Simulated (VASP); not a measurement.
# Si2Ni (Fm-3m) in VASP: notebook

The runs below take Si2Ni through single point, with LDA, PBE+D3(BJ).

All numbers are computed with VASP 6.6.1; they aren't measurements. Logs are shortened: lines on timing, memory, paths and dates and some standing lists are left out, and cuts for length are marked.

## (1) The cell of the first run

Symmetry: Fm-3m, No. 225, cubic system. The conventional cell has a = 5.395 Å, b = 5.395 Å, c = 5.395 Å, α = 90.00°, β = 90.00°, γ = 90.00°. Within 3.1 Å of Si (site symmetry -43m) lie 4 Ni at 2.34 Å and 6 Si at 2.70 Å. Within 3.1 Å of Ni (site symmetry m-3m) lie 8 Si at 2.34 Å.

## (2) Single point, LDA, collinear spin

INCAR

```
  ALGO = Normal
  EDIFF = 1E-6
  ENCUT = 520
  ISIF = 2
  ISMEAR = 0
  ISPIN = 2
  LASPH = T
  LCHARG = F
  LMAXMIX = 4
  LORBIT = 11
  LREAL = F
  LWAVE = F
  MAGMOM = 0 0 0.05
  NBANDS = 20
  NELM = 150
  PREC = Accurate
  SIGMA = 0.05
```

KPOINTS

```
k-points
0
Gamma
  8 8 8
```

POSCAR

```
Si2Ni
1.0
    0.0000000000      2.6975011173      2.6975011173
    2.6975011173      0.0000000000      2.6975011173
    2.6975011173      2.6975011173      0.0000000000
Si Ni
2 1
Direct
    0.2500000000      0.2500000000      0.2500000000
    0.7500000000      0.7500000000      0.7500000000
    0.0000000000      0.0000000000      0.0000000000
```

Potentials or basis: VASP PAW LDA potentials, release 64 (Si, Ni).

Command:

```console
cat potpaw_LDA.64/Si/POTCAR potpaw_LDA.64/Ni/POTCAR > POTCAR
mpirun -np 1 vasp_std > vasp.out
```

OUTCAR:

```text
EDIFF = 1E-6
   ENCUT = 520
   ISIF = 2
   ISMEAR = 0
   ISPIN = 2
   LASPH = T
   LORBIT = 11
   LREAL = F
   NELM = 150
   PREC = Accurate

 ion  position               nearest neighbor table
   1  0.250  0.250  0.250-   3 2.34   3 2.34   3 2.34   3 2.34   2 2.70   2 2.70   2 2.70   2 2.70
                             2 2.70   2 2.70
   2  0.750  0.750  0.750-   3 2.34   3 2.34   3 2.34   3 2.34   1 2.70   1 2.70   1 2.70   1 2.70
                             1 2.70   1 2.70
   3  0.000  0.000  0.000-   2 2.34   2 2.34   2 2.34   1 2.34   2 2.34   1 2.34   1 2.34   1 2.34

  LATTYP: Found a face centered cubic cell.
 ALAT       =     5.3950022346

  Lattice vectors:

 A1 = (   0.0000000000,   2.6975011173,   2.6975011173)
 A2 = (   2.6975011173,   0.0000000000,   2.6975011173)
 A3 = (   2.6975011173,   2.6975011173,   0.0000000000)

Analysis of symmetry for initial positions (statically):
=====================================================================
 Subroutine PRICEL returns:
 Original cell was already a primitive cell.

 Routine SETGRP: Setting up the symmetry group for a
 face centered cubic supercell.

 Subroutine GETGRP returns: Found 48 space group operations
 (whereof 48 operations were pure point group operations)
 out of a pool of 48 trial point group operations.

The static configuration has the point symmetry O_h .

Analysis of symmetry for dynamics (positions and initial velocities):
=====================================================================
 Subroutine PRICEL returns:
 Original cell was already a primitive cell.

 Routine SETGRP: Setting up the symmetry group for a
 face centered cubic supercell.

 Subroutine GETGRP returns: Found 48 space group operations
 (whereof 48 operations were pure point group operations)
 out of a pool of 48 trial point group operations.

The dynamic configuration has the point symmetry O_h .

Analysis of structural, dynamic, and magnetic symmetry:
=====================================================================
 Subroutine PRICEL returns:
 Original cell was already a primitive cell.

 Routine SETGRP: Setting up the symmetry group for a
 face centered cubic supercell.

 Subroutine GETGRP returns: Found 48 space group operations
 (whereof 48 operations were pure point group operations)
 out of a pool of 48 trial point group operations.

The overall configuration has the point symmetry O_h .

 Subroutine INISYM returns: Found 48 space group operations
 (whereof 48 operations are pure point group operations),
 and found     1 'primitive' translations

[... 122 lines left out ...]
   LHFCALC =     F    Hartree Fock is set to
   AEXX    =    0.0000 exact exchange contribution
   IVDW    =     0    specifies the selected vdW correction
   LEPSILON=     F    determine dielectric tensor
   LRPA    =     F    only Hartree local field effects (RPA)
 spin polarized calculation
 Gauss-broadening in eV      SIGMA  =   0.05
  energy-cutoff  :      520.00
  volume of cell :       39.26
 maximum number of plane-waves:      1067
   NGX = 15   NGY = 15   NGZ = 15

 number of electron      17.9999996 magnetization       0.0001264

 number of electron      17.9999996 magnetization      -0.0000046

 Free energy of the ion-electron system (eV)
  ---------------------------------------------------
  ext. energy  EPLUGINS =         0.00000000
  ---------------------------------------------------
  free energy    TOTEN  =       -19.88186882 eV

  energy without entropy =      -19.87908729  energy(sigma->0) =      -19.88047806

 E-fermi :  10.3226     XC(G=0): -11.7852

 val. band max:       10.3114347107   @ k =   0.2500   0.0000   0.0000
 cond. band min:      10.3644384240   @ k =   0.3750   0.2500   0.0000
 fundamental gap:      0.0530037133
 Fermi energy:        10.3226266623

 spin component 1

 k-point     1 :       0.0000    0.0000    0.0000
  band No.  band energies     occupation
      1      -3.4195      1.00000
      2       5.1629      1.00000
      3       5.1629      1.00000
      4       5.1629      1.00000
      5       6.8617      1.00000
      6       6.8617      1.00000
[... 541 lines left out ...]
     19      24.4747      0.00000
     20      25.1084      0.00000

 [... further k-points ...]

 spin component 2

 k-point     1 :       0.0000    0.0000    0.0000
  band No.  band energies     occupation
      1      -3.4195      1.00000
      2       5.1630      1.00000
      3       5.1630      1.00000
      4       5.1630      1.00000
      5       6.8618      1.00000
      6       6.8618      1.00000
[... 541 lines left out ...]
     19      24.4747      0.00000
     20      25.1082      0.00000

 [... further k-points ...]

------------------------ aborting loop because EDIFF is reached ----------------------------------------

  FORCE on cell =-STRESS in cart. coord.  units (eV):
  Direction    XX          YY          ZZ          XY          YZ          ZX
  --------------------------------------------------------------------------------------
  -------------------------------------------------------------------------------------
  Total       -1.0033075     -1.0033075     -1.0033075      0.0000000      0.0000000     -0.0000000
  in kB      -40.9477216    -40.9477216    -40.9477216      0.0000000      0.0000000     -0.0000000
  external PRESSURE =     -40.9477216 kB  Pullay stress =       0.0000000 kB

 VOLUME and BASIS-vectors are now :
 -----------------------------------------------------------------------------
  energy-cutoff  :      520.00
  volume of cell :       39.26
      direct lattice vectors                 reciprocal lattice vectors
     0.000000000  2.697501117  2.697501117    -0.185356735  0.185356735  0.185356735
     2.697501117  0.000000000  2.697501117     0.185356735 -0.185356735  0.185356735
     2.697501117  2.697501117  0.000000000     0.185356735  0.185356735 -0.185356735

 POSITION                                       TOTAL-FORCE (eV/Angst)
 -----------------------------------------------------------------------------------
      1.34875      1.34875      1.34875         0.000000      0.000000     -0.000000
      4.04625      4.04625      4.04625        -0.000000     -0.000000      0.000000
      0.00000      0.00000      0.00000         0.000000      0.000000     -0.000000
 -----------------------------------------------------------------------------------
    total drift:                               -0.000000     -0.000000      0.000000

  FREE ENERGIE OF THE ION-ELECTRON SYSTEM (eV)
  ---------------------------------------------------
  free  energy   TOTEN  =       -19.8818688232 eV

  energy  without entropy=      -19.8790872919  energy(sigma->0) =      -19.88047806

 total charge

# of ion       s       p       d       tot
------------------------------------------
    1        0.746   0.855   0.000   1.601
    2        0.746   0.855   0.000   1.601
    3        0.568   0.814   8.469   9.850
--------------------------------------------------
tot          2.060   2.523   8.469  13.053

 magnetization (x)

# of ion       s       p       d       tot
------------------------------------------
    1       -0.000   0.000   0.000   0.000
    2       -0.000   0.000   0.000   0.000
    3       -0.000   0.000   0.000   0.000
--------------------------------------------------
tot         -0.000   0.000   0.000   0.000
```

OSZICAR:

```text
N       E                     dE             d eps       ncg     rms          rms(c)
DAV:   1     0.736780618639E+02    0.73678E+02   -0.70758E+03  2344   0.889E+02
DAV:   2    -0.164803997671E+02   -0.90158E+02   -0.79868E+02  2428   0.201E+02
DAV:   3    -0.218354979564E+02   -0.53551E+01   -0.52217E+01  2748   0.505E+01
DAV:   4    -0.219268644847E+02   -0.91367E-01   -0.91157E-01  2688   0.602E+00
DAV:   5    -0.219288673254E+02   -0.20028E-02   -0.20026E-02  2776   0.972E-01    0.162E+01
DAV:   6    -0.261696201647E+02   -0.42408E+01   -0.28405E+01  2608   0.116E+02    0.233E+01
DAV:   7    -0.200226057323E+02    0.61470E+01   -0.88918E+00  2928   0.724E+01    0.339E+00
DAV:   8    -0.199447823327E+02    0.77823E-01   -0.99390E-01  3168   0.147E+01    0.281E+00
DAV:   9    -0.198862254096E+02    0.58557E-01   -0.24119E-01  2796   0.837E+00    0.779E-01
DAV:  10    -0.198820049328E+02    0.42205E-02   -0.14112E-02  3008   0.224E+00    0.271E-01
DAV:  11    -0.198819279822E+02    0.76951E-04   -0.11452E-03  3312   0.311E-01    0.992E-02
DAV:  12    -0.198818740122E+02    0.53970E-04   -0.10020E-04  3132   0.180E-01    0.300E-02
DAV:  13    -0.198818691086E+02    0.49036E-05   -0.11257E-05  3560   0.487E-02    0.114E-02
DAV:  14    -0.198818688232E+02    0.28545E-06   -0.16677E-06  1776   0.251E-02
   1 F= -.19881869E+02 E0= -.19880478E+02  d E =-.278153E-02  mag=     0.0000
```

stdout:

```text
POSCAR found type information on POSCAR SiNi
 POSCAR found :  2 types and       3 ions
 scaLAPACK will be used
 LDA part: xc-table for (Slater(with rela. corr.)+CA(PZ))
 , standard interpolation
 POSCAR, INCAR and KPOINTS ok, starting setup
 FFT: planning ... GRIDC
 FFT: planning ... GRID_SOFT
 FFT: planning ... GRID
 WAVECAR not read
 entering main loop
```

Wall time 73 s (1 thread of Intel Xeon 8259CL, shared host); peak memory 0.17 GiB.

What came out:

```yaml
Free_energy: -19.8819 eV
Pressure: -4.1 GPa
Band_gap_on_the_k_mesh: zero (filled and empty bands overlap)
Net_moment: 0.00 μB per cell
Valence_electrons_inside_the_program's_atomic_spheres: Si 1.60; Ni 9.85
```

Caveat: the cell stands under tension.

[end of part 1 of 2]
